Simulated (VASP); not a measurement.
Set up this calculation in VASP 6.6.1, as the native input.

```
Task                   : electric field gradients
Functional             : r2SCAN
Potentials or basis    : VASP PAW PBE potentials, release 64 (Sb)
Cutoff                 : 520 eV
k mesh                 : 12 × 12 × 12
Occupations            : fermi-dirac, width 0.08 eV
Spin                   : no spin polarisation
Dipole correction      : no
Further INCAR settings : ALGO = Normal; EDIFF = 1e-08; NBANDS = 8
```

The system is Sb.

```
Sb
1.0
    -1.85561    1.85561    1.85561
     1.85561   -1.85561    1.85561
     1.85561    1.85561   -1.85561
Sb
1
Direct
  0.00000 0.00000 0.00000
```

This cell differs from its parent crystal: volume scaled by 0.975.

These files were run (other wordings do the same):

POSCAR

```
Sb
1.0
   -1.8556145891      1.8556145891      1.8556145891
    1.8556145891     -1.8556145891      1.8556145891
    1.8556145891      1.8556145891     -1.8556145891
Sb
1
Direct
    0.0000000000      0.0000000000      0.0000000000
```

INCAR.step1

```
SYSTEM = Sb
ALGO = Normal ; EDIFF = 1E-4
ENCUT = 520 ; GGA = PE
ISMEAR = -1 ; LASPH = .True.
LCHARG = .False. ; LREAL = .False.
LWAVE = .True. ; NBANDS = 8
NELM = 100 ; PREC = Accurate
SIGMA = 0.08
```

INCAR.step2

```
SYSTEM = Sb
ALGO = Normal ; EDIFF = 1E-8
ENCUT = 520 ; ISIF = 2
ISMEAR = -1 ; ISTART = 1
LASPH = .True. ; LCHARG = .False.
LEFG = .True. ; LMIXTAU = .True.
LREAL = .False. ; LWAVE = .False.
METAGGA = R2SCAN ; NBANDS = 8
NELM = 100 ; PREC = Accurate
SIGMA = 0.08
```

KPOINTS

```
k-points
0
Gamma
  12 12 12
  0 0 0
```

Potentials or basis: VASP PAW PBE potentials, release 64 (Sb).

The run is started by

```bash
$ cat potpaw_PBE.64/Sb/POTCAR > POTCAR
$ cp INCAR.step1 INCAR
$ mpirun -np 1 vasp_std > vasp.out
$ cp INCAR.step2 INCAR
$ mpirun -np 1 vasp_std > vasp.out
```

Results of the run:

* Pressure: 3.8 GPa

Caveat: without QUAD_EFG the Cq values of the log hold for a quadrupole moment of 1 mb, not for the nuclei; the PAW data sets were made with another functional, which shifts forces and pressure a little.

It took 120 s on 1 thread of AMD EPYC 7R43 64-Core Processor (Zen 3), on a shared host, peak memory 0.11 GiB.
